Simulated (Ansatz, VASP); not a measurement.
# Yb in VASP and in Ansatz

```
CELL_PARAMETERS angstrom
3.87990 0.00000 0.00000
-1.93995 3.36009 0.00000
0.00000 0.00000 6.38590
ATOMIC_POSITIONS crystal
Yb 0.66667 0.33333 0.75000
Yb 0.33333 0.66667 0.25000
```

Alike in both runs: task single point; functional PBE; k mesh 8 × 8 × 4; occupations fermi-dirac, width 0.05 eV; collinear spin.

```csv
,VASP,Ansatz
version,VASP 6.6.1,Ansatz 0.2.0
potentials or method,"VASP PAW PBE potentials, release 64 (Yb), cutoff 520 eV","all-electron LAPW, scalar-relativistic"
```

```csv
,VASP,Ansatz,Ansatz less VASP
gap on the k mesh at the Fermi level (eV),none,none,-
pressure (GPa),-2.5,-2.1,+0.31
"traceless stress, the component that is largest in VASP (GPa)",0.08,0.05,-0.028
net moment per atom (μB),0.00,0.00,0.000
```

A gap of «none» marks a metal or a gap that the smearing closes. Ansatz ran all-electron here, and VASP with PAW potentials.

Spin-orbit coupling is off throughout. Noted on Ansatz's run: the open f shell may have settled in a state that isn't the lowest.
